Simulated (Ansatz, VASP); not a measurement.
Given: the input of a run of Ansatz 0.2.0 on InSb3.

Contents of input.yaml:

```yaml
crystal:
  lattice:
    - [4.806367, 0.0, 0.0]
    - [0.0, 4.806367, 0.0]
    - [0.0, 0.0, 4.806367]
  atoms:
    - { symbol: Sb, position: [0.5, 0.5, 0.0] }
    - { symbol: Sb, position: [0.0, 0.5, 0.5] }
    - { symbol: Sb, position: [0.5, 0.0, 0.5] }
    - { symbol: In, position: [0.0, 0.0, 0.0] }
hamiltonian:
  xc: { exchange: pbe, correlation: pbe, exx: { coeff: 0.4, omega: 0.2 } }
  pseudopotentials: { kind: paw }
kpoints:
  mp_grid: { grid: [3, 3, 3] }
scf:
  occupations: { method: fermi_dirac, width: 0.05 }
output:
  forces: true
  stress: true
  eigenvalues: true
```

Potentials or basis: Ansatz PAW.

Run with:

```bash
$ ansatz run input.yaml --threads 2 --pin off --max-ram 5632MiB --backend cpu --events-out ev --progress --plain --runs-dir out
```

Task: Set up the same calculation for VASP 6.6.1. Potentials there: VASP PAW PBE potentials, release 64 (Sb, In_d).

Result: As run (the cutoff follows the program's own potentials):

POSCAR

```
InSb3
1.0
    4.8063670000      0.0000000000      0.0000000000
    0.0000000000      4.8063670000      0.0000000000
    0.0000000000      0.0000000000      4.8063670000
Sb In
3 1
Direct
    0.5000000000      0.5000000000      0.0000000000
    0.0000000000      0.5000000000      0.5000000000
    0.5000000000      0.0000000000      0.5000000000
    0.0000000000      0.0000000000      0.0000000000
```

Contents of INCAR.step1:

```
PREC     = Accurate       # precision mode
ENCUT    = 520            # plane-wave cutoff, eV
EDIFF    = 1E-5           # SCF threshold, eV
ISMEAR   = -1             # smearing method
SIGMA    = 0.05           # smearing width, eV
LREAL    = False          # projectors in reciprocal space
LASPH    = True           # aspherical terms in the spheres
NELM     = 60             # most SCF steps
ALGO     = Normal         # electronic algorithm
ISIF     = 2              # what is computed and relaxed
LWAVE    = True           # write WAVECAR
GGA      = PE             # functional
NBANDS   = 22             # bands
```

INCAR.step2

```
PREC     = Accurate       # precision mode
ENCUT    = 520            # plane-wave cutoff, eV
EDIFF    = 1E-7           # SCF threshold, eV
ISMEAR   = -1             # smearing method
SIGMA    = 0.05           # smearing width, eV
LREAL    = False          # projectors in reciprocal space
LASPH    = True           # aspherical terms in the spheres
NELM     = 60             # most SCF steps
ALGO     = Normal         # electronic algorithm
ISIF     = 2              # what is computed and relaxed
LWAVE    = False          # write WAVECAR
LCHARG   = True           # write CHGCAR
GGA      = PE             # functional
LHFCALC  = True           # exact exchange
AEXX     = 0.4            # exact-exchange fraction
HFSCREEN = 0.2            # screening, 1/A
PRECFOCK = Normal       
LELF     = True           # ELF
LVHAR    = True         
ISTART   = 1            
NBANDS   = 22             # bands
```

The input KPOINTS:

```
regular mesh
0
Gamma
  3 3 3
```

Potentials or basis: VASP PAW PBE potentials, release 64 (Sb, In_d).

Run with:

```sh
$ cat potpaw_PBE.64/Sb/POTCAR potpaw_PBE.64/In_d/POTCAR > POTCAR
$ cp INCAR.step1 INCAR
$ mpirun -np 1 vasp_std > vasp.out
$ cp INCAR.step2 INCAR
$ mpirun -np 1 vasp_std > vasp.out
```

Both were run:

|  | VASP | Ansatz | Ansatz less VASP |
| --- | --- | --- | --- |
| gap on the k mesh at the Fermi level (eV) | none | none | - |
| pressure (GPa) | -4.9 | -3.4 | +1.45 |

VASP's potentials were made for PBE, not for PBE-based screened hybrid. A gap of «none» marks a metal or a gap that the smearing closes. The functional is the same, so the differences come from potentials, cutoffs and numerics. VASP's potentials hold 28 valence electrons a cell and Ansatz's 58, so a difference there can come from the potentials and not from the codes.

The k mesh is coarse, so the values compare programs but aren't converged. Neither program's run includes spin-orbit coupling.
